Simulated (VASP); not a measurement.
HfO2, 6 atoms in the cell. Symmetry: C2/c, No. 15, monoclinic system. The conventional cell has a = 5.098 Å, b = 5.098 Å, c = 5.098 Å, α = 90.00°, β = 90.00°, γ = 90.00°. Within 2.6 Å of Hf (site symmetry 2) lie 8 O at 1.92 to 2.54 Å. Within 2.7 Å of O (site symmetry 1) lie 4 Hf at 1.92 to 2.54 Å and 6 O at 2.55 to 2.70 Å.  This cell differs from its parent crystal: atoms displaced along a vibrational mode.

```yaml
Program: VASP 6.6.1
Task: single point
Functional: PBE
Potentials_or_basis: VASP PAW PBE potentials, release 64 (Hf_pv, O)
Cutoff: 520 eV
k_mesh: 6 × 6 × 6
Occupations: gaussian, width 0.05 eV
Spin: no spin polarisation
Dipole_correction: no
Further_INCAR_settings: ALGO = Normal; EDIFF = 1e-06; NBANDS = 31
```

Potentials or basis: VASP PAW PBE potentials, release 64 (Hf_pv, O).

Launch:

```console
$ cat potpaw_PBE.64/Hf_pv/POTCAR potpaw_PBE.64/O/POTCAR > POTCAR
$ mpirun -np 1 vasp_std > vasp.out
```

Hardware: 1 thread of Intel Xeon 8259CL, on a shared host.

Question: How long does it take, and how much memory?

Answer: It took 2.8 min on 1 thread of Intel Xeon 8259CL, with other jobs on the host, peak memory 0.26 GiB. Counts: scf iterations 14, k points 68.
